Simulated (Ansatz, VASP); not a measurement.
**Two plane-wave programs on SiW2**

```
CELL_PARAMETERS angstrom
3.69542 0.00000 0.00000
0.00000 3.69542 0.00000
0.00000 0.00000 6.75327
ATOMIC_POSITIONS crystal
Si 0.00000 0.50000 0.71435
Si 0.50000 0.00000 0.28565
W 0.00000 0.00000 0.00000
W 0.50000 0.50000 0.00000
W 0.00000 0.50000 0.34025
W 0.50000 0.00000 0.65975
```

Change from the starting cell: species swapped into the GdSe2 type (P4/nmm, No. 129).

Alike in both runs: functional PBE; k mesh 6 × 6 × 4; occupations gaussian, width 0.1 eV; no spin polarisation.

Ansatz relaxed the structure, and its values are those at the end. VASP's run is a single point on that final structure, the one shown.

|  | VASP | Ansatz |
| --- | --- | --- |
| version | VASP 6.6.1 | Ansatz 0.2.0 |
| potentials or method | VASP PAW PBE potentials, release 64 (Si, W_sv), cutoff 520 eV | scalar-relativistic, plane waves, PAW |
| valence electrons in the cell | 64 | 64 |

|  | VASP | Ansatz | Ansatz less VASP |
| --- | --- | --- | --- |
| gap on the k mesh at the Fermi level (eV) | none | none | - |
| pressure (GPa) | 0.4 | 0.1 | -0.30 |
| rms of the force components (eV/Å) | 0.018 | 0.015 | -0.0030 |

A gap of «none» marks a metal or a gap that the smearing closes. With one functional, cell and mesh, what is left measures potentials, basis and numerics.

Spin-orbit coupling is off throughout.
